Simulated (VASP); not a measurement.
# CoSn (P6/mmm) in VASP: further runs

The runs below take CoSn through relaxation of shape and atoms at fixed volume, with PBE.

Program: VASP 6.6.1. These are calculated values, not measurements. Logs are shortened: lines on timing, memory, paths and dates and some standing lists are left out, and cuts for length are marked.

**1. The cell of the first run**

The structure is hexagonal, space group P6/mmm (No. 191). The conventional cell has a = 5.400 Å, b = 5.400 Å, c = 4.313 Å, α = 90.00°, β = 90.00°, γ = 120.00°. Co (site symmetry mmm) has 6 Sn at 2.66 to 2.70 Å and 4 Co at 2.70 Å within 3.5 Å. Sn (site symmetry -6m2) has 6 Co at 2.66 Å and 3 Sn at 3.12 Å within 3.5 Å. Sn (site symmetry 6/mmm) has 6 Co at 2.70 Å within 3.6 Å.

**2. Relaxation of shape and atoms at fixed volume, PBE (18.16 Å³/atom)**

File INCAR:

```
  ALGO = Fast
  EDIFF = 1E-6
  EDIFFG = -0.01
  ENCUT = 600
  GGA = PE
  IBRION = 2
  ISIF = 4
  ISMEAR = 0
  LASPH = T
  LCHARG = F
  LREAL = F
  LWAVE = F
  NELM = 100
  NSW = 50
  PREC = Accurate
  SIGMA = 0.1
```

File KPOINTS:

```
k-points
0
Gamma
  12 12 8
```

File POSCAR:

```
CoSn
1.0
    5.4004659819      0.0000000000      0.0000000000
   -2.7002329909      4.6769407326      0.0000000000
    0.0000000000      0.0000000000      4.3132555582
Co Sn
3 3
Direct
    0.0000000000      0.5000000000      0.0000000000
    0.5000000000      0.5000000000      0.0000000000
    0.5000000000      0.0000000000      0.0000000000
    0.6666666667      0.3333333333      0.5000000000
    0.3333333333      0.6666666667      0.5000000000
    0.0000000000      0.0000000000      0.0000000000
```

Potentials or basis: VASP PAW PBE potentials, release 64 (Co, Sn_d).

The run is started by

```console
cat potpaw_PBE.64/Co/POTCAR potpaw_PBE.64/Sn_d/POTCAR > POTCAR
mpirun -np 1 vasp_std > vasp.out
```

OUTCAR:

```text
EDIFF = 1E-6
   EDIFFG = -0.01
   ENCUT = 600
   GGA = PE
   IBRION = 2
   ISIF = 4
   ISMEAR = 0
   LASPH = T
   LREAL = F
   NELM = 100
   NSW = 50
   PREC = Accurate

 ion  position               nearest neighbor table
   1  0.000  0.500  0.000-   4 2.66   5 2.66   4 2.66   5 2.66   6 2.70   6 2.70   2 2.70   2 2.70
                             3 2.70   3 2.70
   2  0.500  0.500  0.000-   4 2.66   5 2.66   4 2.66   5 2.66   3 2.70   3 2.70   1 2.70   1 2.70
                             6 2.70   6 2.70
   3  0.500  0.000  0.000-   4 2.66   5 2.66   4 2.66   5 2.66   2 2.70   2 2.70   6 2.70   6 2.70
                             1 2.70   1 2.70
   4  0.667  0.333  0.500-   3 2.66   3 2.66   1 2.66   1 2.66   2 2.66   2 2.66   5 3.12   5 3.12
                             5 3.12
   5  0.333  0.667  0.500-   3 2.66   3 2.66   1 2.66   1 2.66   2 2.66   2 2.66   4 3.12   4 3.12
                             4 3.12
   6  0.000  0.000  0.000-   1 2.70   1 2.70   3 2.70   3 2.70   2 2.70   2 2.70

  LATTYP: Found a hexagonal cell.
 ALAT       =     5.4004659819
 C/A-ratio  =     0.7986821087

  Lattice vectors:

 A1 = (   5.4004659819,   0.0000000000,   0.0000000000)
 A2 = (  -2.7002329909,   4.6769407326,   0.0000000000)
 A3 = (   0.0000000000,   0.0000000000,   4.3132555582)

Analysis of symmetry for initial positions (statically):
=====================================================================
 Subroutine PRICEL returns:
 Original cell was already a primitive cell.

 Routine SETGRP: Setting up the symmetry group for a
 hexagonal supercell.

 Subroutine GETGRP returns: Found 24 space group operations
 (whereof 24 operations were pure point group operations)
 out of a pool of 24 trial point group operations.

The static configuration has the point symmetry D_6h.

Analysis of symmetry for dynamics (positions and initial velocities):
=====================================================================
 Subroutine PRICEL returns:
 Original cell was already a primitive cell.

 Routine SETGRP: Setting up the symmetry group for a
 hexagonal supercell.

 Subroutine GETGRP returns: Found 24 space group operations
 (whereof 24 operations were pure point group operations)
 out of a pool of 24 trial point group operations.

The dynamic configuration has the point symmetry D_6h.

 Subroutine INISYM returns: Found 24 space group operations
 (whereof 24 operations are pure point group operations),
 and found     1 'primitive' translations

----------------------------------------------------------------------------------------

                                     Primitive cell

  volume of cell :     108.9427

  direct lattice vectors                    reciprocal lattice vectors
     5.400465982  0.000000000  0.000000000     0.185169206  0.106907491  0.000000000
    -2.700232991  4.676940733  0.000000000     0.000000000  0.213814982  0.000000000
     0.000000000  0.000000000  4.313255558     0.000000000  0.000000000  0.231843439

  length of vectors
     5.400465982  5.400465982  4.313255558     0.213814982  0.213814982  0.231843439

  position of ions in fractional coordinates (direct lattice)
     0.000000000  0.500000000  0.000000000
     0.500000000  0.500000000  0.000000000
     0.500000000  0.000000000  0.000000000
     0.666666667  0.333333333  0.500000000
     0.333333333  0.666666667  0.500000000
     0.000000000  0.000000000  0.000000000

  ion indices of the primitive-cell ions
   primitive index   ion index
                 1           1
                 2           2
                 3           3
                 4           4
                 5           5
                 6           6

----------------------------------------------------------------------------------------

 KPOINTS: k-points

Automatic generation of k-mesh.
 Grid dimensions read from file:
 generate k-points for:   12   12    8

 Generating k-lattice:

  Cartesian coordinates                     Fractional coordinates (reciprocal lattice)
     0.015430767  0.008908958  0.000000000     0.083333333  0.000000000  0.000000000
     0.000000000  0.017817915  0.000000000     0.000000000  0.083333333  0.000000000
     0.000000000  0.000000000  0.028980430     0.000000000  0.000000000  0.125000000

  Length of vectors
     0.017817915  0.017817915  0.028980430

  Shift w.r.t. Gamma in fractional coordinates (k-lattice)
     0.000000000  0.000000000  0.000000000

 Subroutine IBZKPT returns following result:
 ===========================================

 Found     95 irreducible k-points:

 Following reciprocal coordinates:
            Coordinates               Weight
  0.000000  0.000000  0.000000      1.000000
  0.083333  0.000000  0.000000      6.000000
  0.166667  0.000000  0.000000      6.000000
  0.250000 -0.000000  0.000000      6.000000
  0.333333 -0.000000  0.000000      6.000000
  0.416667 -0.000000  0.000000      6.000000
[... 16 lines left out ...]
  0.250000 -0.000000  0.125000     12.000000
  0.333333 -0.000000  0.125000     12.000000
 [... further k-points ...]
   k-points           NKPTS =     95   k-points in BZ     NKDIM =     95   number of bands    NBANDS=     41
   number of dos      NEDOS =    301   number of ions     NIONS =      6
   total plane-waves  NPLWV =  82944
   dimension x,y,z NGX =    48 NGY =   48 NGZ =   36
   dimension x,y,z NGXF=    96 NGYF=   96 NGZF=   72
   ions per type =               3   3
   NGX,Y,Z   is equivalent  to a cutoff of  14.78, 14.78, 13.88 a.u.
   NGXF,Y,Z  is equivalent  to a cutoff of  29.55, 29.55, 27.75 a.u.
 SYSTEM =  unknown system
   PREC   = accura    normal or accurate (medium, high low for compatibility)
   ISTART =      0    job   : 0-new  1-cont  2-samecut
   ICHARG =      2    charge: 1-file 2-atom 10-const
   ISPIN  =      1    spin polarized calculation?
   LNONCOLLINEAR =      F non collinear calculations
   LSORBIT =      F    spin-orbit coupling
   LASPH  =      T    aspherical Exc in radial PAW
   ENCUT  =  600.0 eV  44.10 Ry    6.64 a.u.  10.79 10.79  8.61*2*pi/ulx,y,z
   NELM   =    100;   NELMIN=  2; NELMDL= -5     # of ELM steps
   EDIFF  = 0.1E-05   stopping-criterion for ELM
   LREAL  =      F    real-space projection
   EDIFFG = -.1E-01   stopping-criterion for IOM
   NSW    =     50    number of steps for IOM
   IBRION =      2    ionic relax: 0-MD 1-quasi-New 2-CG
   NFREE  =      1    steps in history (QN), initial steepest desc. (CG)
   ISIF   =      4    stress and relaxation
   ISYM   =      2    0-nonsym 1-usesym 2-fastsym
   POTIM  = 0.5000    time-step for ionic-motion
   TEBEG  =    0.0;   TEEND  =   0.0 temperature during run
   PSTRESS=    0.0 pullay stress
   NELECT =      69.0000    total number of electrons
   NUPDOWN=      -1.0000    fix difference up-down
   EMIN   =  10.00;   EMAX   =-10.00  energy-range for DOS
   EFERMI =   0.00;   METHOD = LEGACY
   ISMEAR =     0;   SIGMA  =   0.10  broadening in eV -4-tet -1-fermi 0-gaus
   EFERMI_NEDOS =   21; number of points for ismear=-14 and -15
   IALGO  =     68    algorithm
   IMIX   =      4    mixing-type and parameters
     AMIX     =   0.40;   BMIX     =  1.00
     AMIX_MAG =   1.60;   BMIX_MAG =  1.00
  volume/ion in A,a.u.               =      18.16       122.53
  Fermi-wavevector in a.u.,A,eV,Ry     =   1.405913  2.656790 26.893156  1.976591
  Thomas-Fermi vector in A             =   2.528326
   LORBIT       =      0    0 simple, 1 ext, 2 COOP (PROOUT), +10 PAW based schemes
   GGA     = PE    functional components
   LHFCALC =     F    Hartree Fock is set to
   AEXX    =    0.0000 exact exchange contribution
   IVDW    =     0    specifies the selected vdW correction
   LEPSILON=     F    determine dielectric tensor
   LRPA    =     F    only Hartree local field effects (RPA)
 conjugate gradient relaxation of ions
 non-spin polarized calculation
 RMM-DIIS sequential band-by-band and
 Gauss-broadening in eV      SIGMA  =   0.10
  energy-cutoff  :      600.00
  volume of cell :      108.94
 maximum number of plane-waves:      3669
 NGX is ok and might be reduce to    48
   NGX = 21   NGY = 21   NGZ = 17

 number of electron      69.0000012 magnetization

 Free energy of the ion-electron system (eV)
  ---------------------------------------------------
  ext. energy  EPLUGINS =         0.00000000
  ---------------------------------------------------
  free energy    TOTEN  =       -33.12652875 eV

  energy without entropy =      -33.11282032  energy(sigma->0) =      -33.11967454

 E-fermi :   8.9746     XC(G=0): -11.4017

 val. band max:        8.9619335006   @ k =   0.0833   0.0000   0.5000
 cond. band min:       9.0014659482   @ k =   0.2500  -0.0000   0.0000
 fundamental gap:      0.0395324476
 Fermi energy:         8.9746015397

 k-point     1 :       0.0000    0.0000    0.0000
  band No.  band energies     occupation
      1     -12.5268      2.00000
      2     -12.4198      2.00000
      3     -12.4198      2.00000
      4     -12.3577      2.00000
      5     -12.3577      2.00000
      6     -12.2593      2.00000
[... 33 lines left out ...]
     40      12.3519      0.00000
     41      14.1333      0.00000

 k-point     2 :       0.0833    0.0000    0.0000
  band No.  band energies     occupation
      1     -12.5265      2.00000
      2     -12.4201      2.00000
      3     -12.4198      2.00000
      4     -12.3624      2.00000
      5     -12.3601      2.00000
      6     -12.2705      2.00000
[... 33 lines left out ...]
     40      12.3309      0.00000
     41      13.7782      0.00000

 k-point     3 :       0.1667    0.0000    0.0000
  band No.  band energies     occupation
      1     -12.5256      2.00000
      2     -12.4207      2.00000
      3     -12.4195      2.00000
      4     -12.3736      2.00000
      5     -12.3667      2.00000
      6     -12.2804      2.00000
[... 875 lines left out ...]
      2     -12.4233      2.00000
      3     -12.4204      2.00000
      4     -12.3842      2.00000
      5     -12.3742      2.00000
      6     -12.2844      2.00000
[... 33 lines left out ...]
     40      11.9054      0.00000
     41      13.0553      0.00000

 k-point    24 :       0.3333   -0.0000    0.1250
  band No.  band energies     occupation
      1     -12.5215      2.00000
      2     -12.4249      2.00000
      3     -12.4191      2.00000
      4     -12.3940      2.00000
      5     -12.3831      2.00000
      6     -12.2868      2.00000
[... 33 lines left out ...]
     40      12.2067      0.00000
     41      12.8919      0.00000

 [... further k-points ...]
[... 5 lines left out ...]
  --------------------------------------------------------------------------------------
  -------------------------------------------------------------------------------------
  Total       -4.4053968     -4.4053968     -4.4568577     -0.0000000     -0.0000000     -0.0000000
  in kB      -64.7884095    -64.7884095    -65.5452254     -0.0000000     -0.0000000     -0.0000000
  external PRESSURE =     -65.0406815 kB  Pullay stress =       0.0000000 kB

 VOLUME and BASIS-vectors are now :
 -----------------------------------------------------------------------------
  energy-cutoff  :      600.00
  volume of cell :      108.94
      direct lattice vectors                 reciprocal lattice vectors
     5.400465982  0.000000000  0.000000000     0.185169206  0.106907491  0.000000000
    -2.700232991  4.676940733  0.000000000     0.000000000  0.213814982  0.000000000
     0.000000000  0.000000000  4.313255558     0.000000000  0.000000000  0.231843439

 POSITION                                       TOTAL-FORCE (eV/Angst)
 -----------------------------------------------------------------------------------
     -1.35012      2.33847      0.00000        -0.000000      0.000000      0.000000
      1.35012      2.33847      0.00000        -0.000000      0.000000      0.000000
      2.70023      0.00000      0.00000        -0.000000      0.000000      0.000000
      2.70023      1.55898      2.15663         0.000000      0.000000     -0.000000
     -0.00000      3.11796      2.15663        -0.000000     -0.000000      0.000000
      0.00000      0.00000      0.00000        -0.000000      0.000000      0.000000
 -----------------------------------------------------------------------------------
    total drift:                               -0.000000      0.000000      0.000000

  FREE ENERGIE OF THE ION-ELECTRON SYSTEM (eV)
  ---------------------------------------------------
  free  energy   TOTEN  =       -33.1265287528 eV

  energy  without entropy=      -33.1128203223  energy(sigma->0) =      -33.11967454

 reached required accuracy - stopping structural energy minimisation
```

It took 19 min on 1 thread of Oxide Virtual Turin-like, shared host; peak memory 0.53 GiB.

What came out:

```
Free energy             : -33.1265 eV
Pressure after relaxing : -6.5 GPa
Band gap on the k mesh  : zero (an odd number of electrons rules out a gap without spin polarisation)
```

Stress tensor (GPa, compression positive):
```
-6.48  0.00  0.00
 0.00 -6.48  0.00
 0.00  0.00 -6.55
```

Final structure:
```
Co Sn
1.0
     5.40047    0.00000    0.00000
    -2.70023    4.67694    0.00000
     0.00000    0.00000    4.31326
Co Sn
3 3
Direct
  0.00000 0.50000 0.00000
  0.50000 0.50000 0.00000
  0.50000 0.00000 0.00000
  0.66667 0.33333 0.50000
  0.33333 0.66667 0.50000
  0.00000 0.00000 0.00000
```

Caveat: the relaxation stopped at its first step, so nothing moved; spin-orbit coupling is left out, which moves the levels of the heavy elements; the run has no spin polarisation, though such a crystal can be magnetic. Spin polarisation is off, so any magnetic state and its effect on volume and gap are missing.

[end of part 1 of 2]
